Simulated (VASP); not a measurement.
# Ni2H: relaxation of cell and atoms with PBEsol

The system is Ni2H.

```
Ni H
1.0
     2.38206    0.00000    0.00000
    -1.19103    2.06293    0.00000
     0.00000    0.00000    3.94619
Ni H
2 1
Direct
  0.66667 0.33333 0.76830
  0.33333 0.66667 0.28772
  0.00000 0.00000 0.02798
```

- Program: VASP 6.6.1
- Task: relaxation of cell and atoms
- Functional: PBEsol
- Potentials or basis: VASP PAW PBE potentials, release 64 (Ni, H)
- Cutoff: 600 eV
- k mesh: 21 × 21 × 10
- Occupations: gaussian, width 0.1 eV
- Spin: no spin polarisation
- Target pressure: 50 GPa
- Dipole correction: no
- Further INCAR settings: ALGO = Normal; EDIFF = 1e-06; IBRION = 2; EDIFFG = -0.008; NSW = 70; ISIF = 3

```
Relaxed volume                                         : 6.49 Å³/atom
Relaxed cell                                           : a = 2.386 Å, b = 2.386 Å, c = 3.951 Å, α = 90.00°, β = 90.00°, γ = 120.00°
Space group after relaxing (to 0.05 Å)                 : P-3m1 (No. 164)
Energy change on relaxing (the enthalpy is what falls) : -9.7 meV/atom
Ionic steps                                            : 5
Pressure after relaxing                                : 50.0 GPa
Largest force after relaxing                           : 0.007 eV/Å
```

Forces on the atoms (eV/Å):
```
Ni   0.000  0.000  0.007
Ni   0.000  0.000 -0.007
H    0.000  0.000  0.000
```

Step by step:
| step | energy change (eV) | largest force (eV/Å) | pressure (GPa) | volume (Å³) |
| --- | --- | --- | --- | --- |
| 1 | 0.0000 | 0.0817 | 51.83 | 19.39 |
| 2 | -0.0646 | 0.0680 | 47.42 | 19.60 |
| 3 | -0.0303 | 0.0125 | 49.93 | 19.49 |
| 4 | -0.0309 | 0.0109 | 49.93 | 19.49 |
| 5 | -0.0290 | 0.0072 | 50.01 | 19.48 |

Final structure:
```
Ni H
1.0
     2.38605    0.00000    0.00000
    -1.19303    2.06638    0.00000
     0.00000    0.00000    3.95137
Ni H
2 1
Direct
  0.66667 0.33333 0.76771
  0.33333 0.66667 0.28830
  0.00000 0.00000 0.02799
```

Levels at points of the mesh, in eV from the Fermi level:
| k point | band 8 | band 9 | band 10 | band 11 | band 12 | band 13 | band 14 |
| --- | --- | --- | --- | --- | --- | --- | --- |
| (0.00, 0.00, 0.00) | -2.05 | -1.46 | -1.46 | -0.37 | -0.37 | 5.76 | 16.75 |
| (0.00, 0.00, 0.50) | -2.39 | -0.72 | -0.72 | -0.64 | -0.64 | 12.37 | 13.10 |

Run time: 3.4 min on 1 thread of Intel(R) Xeon(R) Platinum 8488C (Sapphire Rapids), on a shared host, peak memory 0.27 GiB.

Caveat: the cell is relaxed towards a set pressure, so the enthalpy falls and the energy may rise; the PAW data sets were made with another functional, which shifts forces and pressure a little. Spin polarisation is off, so any magnetic state and its effect on volume and gap are missing.
